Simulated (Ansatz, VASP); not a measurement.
This is a calculation of TiO2 for Ansatz 0.2.0.

Contents of input.yaml:

```yaml
crystal:
  lattice:
    - [1.5266980925, 0.8814395546, 7.1184721853]
    - [-1.5266980925, 0.8814395546, 7.1184721853]
    - [0.0, -1.7628791093, 7.1184721853]
  atoms:
    - { symbol: Ti, position: [0.0, 0.0, 0.0] }
    - { symbol: O, position: [0.379533, 0.379533, 0.379533] }
    - { symbol: O, position: [0.620467, 0.620467, 0.620467] }
hamiltonian:
  xc: r2scan
  pseudopotentials: { kind: paw }
kpoints:
  mp_grid: { grid: [10, 10, 10] }
scf:
  occupations: { method: fermi_dirac, width: 0.05 }
output:
  forces: true
  stress: true
  eigenvalues: true
```

Potentials or basis: Ansatz PAW.

Launch:

```console
$ ansatz run input.yaml --threads 2 --pin off --max-ram 5632MiB --backend cpu --events-out ev --progress --plain --runs-dir out
```

Problem. Translate it to VASP 6.6.1. Potentials there: VASP PAW PBE potentials, release 64 (Ti_sv, O).

Solution. As run (the cutoff follows the program's own potentials):

POSCAR

```
TiO2
1.0
    1.5266980925      0.8814395546      7.1184721853
   -1.5266980925      0.8814395546      7.1184721853
    0.0000000000     -1.7628791093      7.1184721853
Ti O
1 2
Direct
    0.0000000000      0.0000000000      0.0000000000
    0.3795330000      0.3795330000      0.3795330000
    0.6204670000      0.6204670000      0.6204670000
```

INCAR.step1

```
PREC = Accurate
ENCUT = 520
ISMEAR = -1
SIGMA = 0.05
LREAL = F
LASPH = T
NELM = 80
NBANDS = 19
GGA = PE
ALGO = Normal
EDIFF = 1E-4
LWAVE = T
LCHARG = F
```

File INCAR.step2:

```
PREC = Accurate
ENCUT = 520
EDIFF = 1E-6
ISMEAR = -1
SIGMA = 0.05
LREAL = F
LASPH = T
NELM = 80
ALGO = Normal
ISIF = 2
LWAVE = F
LCHARG = F
METAGGA = R2SCAN
LMIXTAU = T
NBANDS = 19
ISTART = 1
```

KPOINTS

```
regular mesh
0
Gamma
  10 10 10
```

Potentials or basis: VASP PAW PBE potentials, release 64 (Ti_sv, O).

Command:

```sh
$ cat potpaw_PBE.64/Ti_sv/POTCAR potpaw_PBE.64/O/POTCAR > POTCAR
$ cp INCAR.step1 INCAR
$ mpirun -np 1 vasp_std > vasp.out
$ cp INCAR.step2 INCAR
$ mpirun -np 1 vasp_std > vasp.out
```

Both were run:

|  | VASP | Ansatz | Ansatz less VASP |
| --- | --- | --- | --- |
| gap on the k mesh at the Fermi level (eV) | 2.89 | 2.86 | -0.026 |
| least direct gap on the mesh (eV) | 3.12 | 3.09 | -0.033 |
| pressure (GPa) | -9.2 | -9.8 | -0.63 |
| traceless stress, the component that is largest in VASP (GPa) | 2.72 | 3.10 | +0.376 |
| rms of the force components (eV/Å) | 0.536 | 0.572 | +0.0358 |

VASP's potentials were made for PBE, not for r2SCAN. Atom by atom the forces differ by 0.036 eV/Å (rms over components). With one functional, cell and mesh, what is left measures potentials, basis and numerics.
